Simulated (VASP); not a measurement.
# C21O in VASP: single point with PBE+D3(BJ)

Aim: the single point of C21O with PBE+D3(BJ).

Program: VASP 6.6.1. These are calculated values, not measurements. Logs are shortened: lines on timing, memory, paths and dates and some standing lists are left out, and cuts for length are marked.

**1. The cell of the first run**

The cell holds a slab with vacuum, 22 atoms: a = 4.930 Å, b = 6.611 Å, c = 23.046 Å, α = 90.00°, β = 90.00°, γ = 90.00°.

**2. Single point, PBE+D3(BJ)**

The input, INCAR:

```
ALGO = Normal
DIPOL = 0.5 0.5 0.300
EDIFF = 1E-6
ENCUT = 520
GGA = PE
IDIPOL = 3
ISIF = 2
ISMEAR = 0
IVDW = 12
LASPH = True
LCHARG = False
LDIPOL = True
LREAL = Auto
LWAVE = False
NBANDS = 62
NELM = 100
PREC = Accurate
SIGMA = 0.05
```

The input, KPOINTS:

```
k-points
0
Gamma
  6 4 1
```

The input, POSCAR:

```
C21O
1.0
    4.9298676348      0.0000000000      0.0000000000
    0.0000000000      6.6106466029      0.0000000000
    0.0000000000      0.0000000000     23.0462285946
C O
21 1
Direct
    0.2500000000      0.6298229082      0.1735641901
    0.7500000000      0.6298229082      0.1735641901
    0.0000000000      0.5373434205      0.1893644698
    0.5000000000      0.5373434205      0.1893644698
    0.0000000000      0.3522116844      0.2208793344
    0.5000000000      0.3522116844      0.2208793344
    0.2500000000      0.2597321967      0.2366796141
    0.7500000000      0.2597321967      0.2366796141
    0.2500000000      0.0746004606      0.2681944787
    0.7500000000      0.0746004606      0.2681944787
    0.0000000000      0.9836592811      0.2844332683
    0.5000000000      0.9836592811      0.2844332683
    0.0000000000      0.7989713350      0.3169069768
    0.5000000000      0.7989713350      0.3169069768
    0.2500000000      0.7082723620      0.3324707277
    0.7500000000      0.7082723620      0.3324707277
    0.2500000000      0.5151741001      0.3643514146
    0.7500000000      0.5151741001      0.3643514146
    0.0000000000      0.4319289200      0.3773384682
    0.5000000000      0.4319289200      0.3773384682
    0.2500000000      0.9319289200      0.5660895248
    0.2500000000      0.9319289200      0.5161898202
```

Potentials or basis: VASP PAW PBE potentials, release 64 (C, O).

On the command line:

```sh
cat potpaw_PBE.64/C/POTCAR potpaw_PBE.64/O/POTCAR > POTCAR
mpirun -np 1 vasp_std > vasp.out
```

OUTCAR:

```text
EDIFF = 1E-6
   ENCUT = 520
   GGA = PE
   ISIF = 2
   ISMEAR = 0
   IVDW = 12
   LASPH = True
   LREAL = Auto
   NELM = 100
   PREC = Accurate
 IVDW          = 12

 ion  position               nearest neighbor table
   1  0.250  0.630  0.174-   3 1.42   4 1.42
   2  0.750  0.630  0.174-   3 1.42   4 1.42
   3  0.000  0.537  0.189-   5 1.42   2 1.42   1 1.42
   4  0.500  0.537  0.189-   6 1.42   2 1.42   1 1.42
   5  0.000  0.352  0.221-   3 1.42   7 1.42   8 1.42
   6  0.500  0.352  0.221-   4 1.42   7 1.42   8 1.42
   7  0.250  0.260  0.237-   9 1.42   6 1.42   5 1.42
   8  0.750  0.260  0.237-  10 1.42   6 1.42   5 1.42
[... 8 lines left out ...]
  17  0.250  0.515  0.364-  19 1.38  20 1.38  15 1.47
  18  0.750  0.515  0.364-  19 1.38  20 1.38  16 1.47
  19  0.000  0.432  0.377-  17 1.38  18 1.38
  20  0.500  0.432  0.377-  17 1.38  18 1.38
  21  0.250  0.932  0.566-  22 1.15
  22  0.250  0.932  0.516-  21 1.15

  LATTYP: Found a simple orthorhombic cell.
 ALAT       =     4.9298676348
 B/A-ratio  =     1.3409379506
 C/A-ratio  =     4.6748169123

  Lattice vectors:

 A1 = (   4.9298676348,   0.0000000000,   0.0000000000)
 A2 = (   0.0000000000,   6.6106466029,   0.0000000000)
 A3 = (   0.0000000000,   0.0000000000,  23.0462285946)

Analysis of symmetry for initial positions (statically):
=====================================================================
 Subroutine PRICEL returns:
 Original cell was already a primitive cell.

 Routine SETGRP: Setting up the symmetry group for a
 simple orthorhombic supercell.

 Subroutine GETGRP returns: Found  2 space group operations
 (whereof  1 operations were pure point group operations)
 out of a pool of  8 trial point group operations.

The static configuration has the point symmetry C_1 .
 The point group associated with its full space group is C_1h.

Analysis of symmetry for dynamics (positions and initial velocities):
=====================================================================
 Subroutine PRICEL returns:
 Original cell was already a primitive cell.

 Routine SETGRP: Setting up the symmetry group for a
 simple orthorhombic supercell.

 Subroutine GETGRP returns: Found  2 space group operations
 (whereof  1 operations were pure point group operations)
 out of a pool of  8 trial point group operations.

The dynamic configuration has the point symmetry C_1 .
 The point group associated with its full space group is C_1h.

 Subroutine INISYM returns: Found  2 space group operations
 (whereof  1 operations are pure point group operations),
 and found     1 'primitive' translations

[... 137 lines left out ...]
   EFERMI_NEDOS =   21; number of points for ismear=-14 and -15
   IALGO  =     38    algorithm
   IMIX   =      4    mixing-type and parameters
     AMIX     =   0.40;   BMIX     =  1.00
     AMIX_MAG =   1.60;   BMIX_MAG =  1.00
  volume/ion in A,a.u.               =      34.14       230.38
  Fermi-wavevector in a.u.,A,eV,Ry     =   0.807104  1.525205  8.863057  0.651416
  Thomas-Fermi vector in A             =   1.915661
   LORBIT       =      0    0 simple, 1 ext, 2 COOP (PROOUT), +10 PAW based schemes
   GGA     = PE    functional components
   LHFCALC =     F    Hartree Fock is set to
   AEXX    =    0.0000 exact exchange contribution
   IVDW    =    12    specifies the selected vdW correction
   LEPSILON=     F    determine dielectric tensor
   LRPA    =     F    only Hartree local field effects (RPA)
 non-spin polarized calculation
 Gauss-broadening in eV      SIGMA  =   0.05
  energy-cutoff  :      520.00
  volume of cell :      751.07
 maximum number of plane-waves:     20276
 NGX is ok and might be reduce to    40
   NGX = 19   NGY = 25   NGZ = 85

 dipolmoment           0.000000      0.000000      0.010302 electrons x Angstroem

 number of electron      90.0000009 magnetization

 dipolmoment           0.000000      0.000000     -0.046317 electrons x Angstroem

 Free energy of the ion-electron system (eV)
  ---------------------------------------------------
  ext. energy  EPLUGINS =         0.00000000
  ---------------------------------------------------
  free energy    TOTEN  =      -186.09261620 eV

  energy without entropy =     -186.07155565  energy(sigma->0) =     -186.08208592

 E-fermi :  -3.0623     XC(G=0):  -3.6302

 val. band max:       -3.0650008539   @ k =   0.0000   0.2500   0.0000
 cond. band min:      -3.0519707465   @ k =   0.3333   0.0000   0.0000
 fundamental gap:      0.0130301074
 Fermi energy:        -3.0622797691

 k-point     1 :       0.0000    0.0000    0.0000
  band No.  band energies     occupation
      1     -26.9492      2.00000
      2     -22.0749      2.00000
      3     -21.3388      2.00000
      4     -20.3075      2.00000
      5     -18.9919      2.00000
      6     -17.8179      2.00000
[... 709 lines left out ...]
     56       3.1243      0.00000
     57       3.4676      0.00000
 [bands above 57 left out]

------------------------ aborting loop because EDIFF is reached ----------------------------------------

 vacuum level on the upper side and lower side of the slab       (xc-potential included)        -0.180         0.035

 Edisp (eV)   -2.16473

 E8    (eV) :    -0.6439

  FORCE on cell =-STRESS in cart. coord.  units (eV):
  Direction    XX          YY          ZZ          XY          YZ          ZX
  --------------------------------------------------------------------------------------
  -------------------------------------------------------------------------------------
  Total       3.54238    -0.02111    -0.82636     0.00000    -0.45973     0.00000
  in kB       7.55661    -0.04503    -1.76280     0.00000    -0.98071     0.00000
  external pressure =        1.92 kB  Pullay stress =        0.00 kB

 VOLUME and BASIS-vectors are now :
 -----------------------------------------------------------------------------
  energy-cutoff  :      520.00
  volume of cell :      751.07
      direct lattice vectors                 reciprocal lattice vectors
     4.929867635  0.000000000  0.000000000     0.202845203  0.000000000  0.000000000
     0.000000000  6.610646603  0.000000000     0.000000000  0.151271133  0.000000000
     0.000000000  0.000000000 23.046228595     0.000000000  0.000000000  0.043391048

 POSITION                                       TOTAL-FORCE (eV/Angst)
 -----------------------------------------------------------------------------------
      1.23247      4.16354      4.00000         0.000000     -1.691909      1.102657
      3.69740      4.16354      4.00000         0.000000     -1.691906      1.102640
      0.00000      3.55219      4.36414         0.000062      2.639919     -1.644916
      2.46493      3.55219      4.36414        -0.000062      2.639919     -1.644916
      0.00000      2.32835      5.09044        -0.000007     -1.096618      0.622216
      2.46493      2.32835      5.09044         0.000007     -1.096618      0.622216
[... 14 lines left out ...]
      1.23247      6.16065     13.04623         0.000000      0.009011     -0.738810
      1.23247      6.16065     11.89623         0.000000     -0.008091      0.706759
 -----------------------------------------------------------------------------------
    total drift:                                0.000000     -0.028470      0.000315

  FREE ENERGIE OF THE ION-ELECTRON SYSTEM (eV)
  ---------------------------------------------------
  free  energy   TOTEN  =      -188.2573422988 eV

  energy  without entropy=     -188.2362817471  energy(sigma->0) =     -188.24681202

 vacuum level on the upper side and lower side of the slab         2.364         2.613
```

OSZICAR:

```text
N       E                     dE             d eps       ncg     rms          rms(c)
DAV:   1     0.745009915309E+03    0.74501E+03   -0.35819E+04  1568   0.113E+03
DAV:   2    -0.702903390999E+02   -0.81530E+03   -0.78630E+03  2128   0.272E+02
DAV:   3    -0.194031703234E+03   -0.12374E+03   -0.12267E+03  1752   0.110E+02
[... 21 lines left out ...]
DAV:  25    -0.186092603493E+03   -0.16786E-04   -0.34250E-06  1188   0.350E-03    0.240E-03
DAV:  26    -0.186092610437E+03   -0.69438E-05   -0.54054E-07  1162   0.196E-03    0.118E-03
DAV:  27    -0.186092614565E+03   -0.41284E-05   -0.17970E-07  1104   0.109E-03    0.777E-04
DAV:  28    -0.186092615669E+03   -0.11036E-05   -0.83955E-08  1054   0.656E-04    0.382E-04
DAV:  29    -0.186092616197E+03   -0.52895E-06   -0.34338E-08  1074   0.428E-04
   1 F= -.18825734E+03 E0= -.18824681E+03  d E =-.210606E-01
```

stdout:

```text
POSCAR found type information on POSCAR C O
 POSCAR found :  2 types and      22 ions
 scaLAPACK will be used
 LDA part: xc-table for (Slater+PW92), standard interpolation
 POSCAR, INCAR and KPOINTS ok, starting setup
 FFT: planning ... GRIDC
 FFT: planning ... GRID_SOFT
 FFT: planning ... GRID
 WAVECAR not read
 entering main loop
```

Run time: 36 min. Hardware: 1 thread of Oxide Virtual Turin-like, shared host; peak memory 0.82 GiB.

What came out:

* Free energy: -188.2573 eV
* Largest force: 3.110 eV/Å
* Band gap on the k mesh: zero (bands 45 and 46 overlap by 0.12 eV)
* Dispersion energy per atom: -0.098 eV

Forces in eV/Å, atoms in the order of the input:
```
C    0.000 -1.692  1.103
C    0.000 -1.692  1.103
C    0.000  2.640 -1.645
C    0.000  2.640 -1.645
C    0.000 -1.097  0.622
C    0.000 -1.097  0.622
C    0.000  0.361 -0.316
C    0.000  0.361 -0.317
C    0.000 -0.243  0.250
C    0.000 -0.243  0.250
C    0.000  0.111 -0.064
C    0.000  0.111 -0.064
C    0.001 -0.114  0.072
C   -0.001 -0.114  0.072
C    0.000  0.106 -0.063
C    0.000  0.107 -0.065
C    0.000 -0.237  0.117
C    0.000 -0.236  0.115
C    0.001  0.163 -0.057
C   -0.001  0.163 -0.057
C    0.000  0.009 -0.739
O    0.000 -0.008  0.707
```
